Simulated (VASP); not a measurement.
Write the native input for VASP 6.6.1 that does the following.

| Item | Value |
| --- | --- |
| Task | relaxation of cell and atoms |
| Functional | LDA |
| Potentials or basis | VASP PAW LDA potentials, release 64 (Be, Te) |
| Cutoff | 600 eV |
| k mesh | 8 × 8 × 8 |
| Occupations | gaussian, width 0.01 eV |
| Spin | no spin polarisation |
| Target pressure | 2 GPa |
| Dipole correction | no |
| Further INCAR settings | ALGO = Normal; EDIFF = 1e-06; IBRION = 2; EDIFFG = -0.002; NSW = 100; ISIF = 3 |

The structure of BeTe lies in POSCAR:

```
BeTe
1.0
    0.0000000000      2.7772235934      2.7772235934
    2.7772235934      0.0000000000      2.7772235934
    2.7772235934      2.7772235934      0.0000000000
Be Te
1 1
Direct
    0.0000000000      0.0000000000      0.0000000000
    0.7500000000      0.7500000000      0.7500000000
```

The input as run:

INCAR

```
SYSTEM = BeTe
ALGO = Normal
EDIFF = 1E-6
EDIFFG = -0.002
ENCUT = 600
GGA = CA
IBRION = 2
ISIF = 3
ISMEAR = 0
LASPH = .True.
LCHARG = .False.
LREAL = .False.
LWAVE = .False.
NELM = 100
NSW = 100
PREC = Accurate
PSTRESS = 20.0
SIGMA = 0.01
```

KPOINTS

```
k-points
0
Gamma
  8 8 8
  0 0 0
```

Potentials or basis: VASP PAW LDA potentials, release 64 (Be, Te).

Launch:

```bash
$ cat potpaw_LDA.64/Be/POTCAR potpaw_LDA.64/Te/POTCAR > POTCAR
$ mpirun -np 1 vasp_std > vasp.out
```

Results of the run:

```json
{
  "Relaxed volume": "20.88 Å³/atom",
  "Relaxed cell": "a = 3.895 Å, b = 3.895 Å, c = 3.895 Å, α = 60.00°, β = 60.00°, γ = 60.00°",
  "Space group after relaxing (to 0.05 Å)": "F-43m (No. 216)",
  "Energy change on relaxing (the enthalpy is what falls)": "+3.7 meV/atom",
  "Ionic steps": "3",
  "Pressure after relaxing": "2.0 GPa",
  "Band gap on the k mesh": "1.71 eV, indirect (least direct gap 3.52 eV)"
}
```

Caveat: the cell is relaxed towards a set pressure, so the enthalpy falls and the energy may rise; spin-orbit coupling is left out, which moves the levels of the heavy elements.

Wall time 8.6 s on 1 thread of Intel(R) Xeon(R) 6975P-C (Granite Rapids) (shared host), peak memory 0.16 GiB.
